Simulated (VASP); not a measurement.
A run of VASP 6.6.1:

The input INCAR:

```
SYSTEM = Zr2GeCl4
PREC = Accurate ; ENCUT = 520
EDIFF = 1E-6 ; ISMEAR = 0
SIGMA = 0.1 ; LREAL = .FALSE.
LASPH = .TRUE. ; NELM = 60
ALGO = Normal ; ISIF = 2
LWAVE = .FALSE. ; LCHARG = .FALSE.
GGA = PE ; NBANDS = 42
```

KPOINTS

```
regular mesh
0
G
  12 12 2
  0 0 0
```

POSCAR

```
Zr2GeCl4
1.0
    3.3333611796      0.0000000000      0.0000000000
   -1.6666805898      2.8867754615      0.0000000000
    0.0000000000      0.0000000000     19.6358379914
Zr Ge Cl
2 1 4
Direct
    0.0000000000      0.0000000000      0.3137389766
    0.6666666667      0.3333333333      0.6993486885
    0.0000000000      0.0000000000      0.0047322952
    0.0000000000      0.0000000000      0.6103799420
    0.6666666667      0.3333333333      0.4027020218
    0.6666666667      0.3333333333      0.2249630687
    0.0000000000      0.0000000000      0.7881360071
```

Potentials or basis: VASP PAW PBE potentials, release 64 (Zr_sv, Ge_d, Cl).

Command:

```sh
$ cat potpaw_PBE.64/Zr_sv/POTCAR potpaw_PBE.64/Ge_d/POTCAR potpaw_PBE.64/Cl/POTCAR > POTCAR
$ mpirun -np 1 vasp_std > vasp.out
```

Hardware: 1 thread of Intel Xeon 6975P-C, on a shared host.

**Question.** How long does it take, and how much memory?

**Answer.** It took 5.9 min on 1 thread of Intel Xeon 6975P-C, with other jobs on the host, peak memory 0.5 GiB. Counts: scf iterations 15, k points 38.
